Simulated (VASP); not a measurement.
**CuI (rocksalt type): single point with LDA**

CuI (rocksalt type):

```
Cu I
1.0
     0.00000    2.14160    2.14160
     2.14160    0.00000    2.14160
     2.14160    2.14160    0.00000
Cu I
1 1
Direct
  0.00000 0.00000 0.00000
  0.50000 0.50000 0.50000
```

```yaml
Program: VASP 6.6.1
Task: single point
Functional: LDA
Potentials_or_basis: VASP PAW LDA potentials, release 64 (Cu, I)
Cutoff: 520 eV
k_mesh: 13 × 13 × 13
Occupations: fermi-dirac, width 0.05 eV
Spin: no spin polarisation
```

* Pressure: 342.1 GPa
* Band gap on the k mesh: zero (bands 9 and 10 overlap by 1.42 eV)

Levels at points of the mesh, in eV from the Fermi level:
```tsv
k point	band 5	band 6	band 7	band 8	band 9	band 10	band 11	band 12	band 13	band 14
(0.00, 0.00, 0.00)	-8.97	-8.97	-2.65	-2.65	-2.65	3.63	6.87	6.87	6.87	9.08
```

Run time: 18 s on 1 thread of Intel(R) Xeon(R) Platinum 8559C (Emerald Rapids), with other jobs on the host, peak memory 0.15 GiB.

Caveat: the cell stands under pressure; spin-orbit coupling is left out, which moves the levels of the heavy elements.
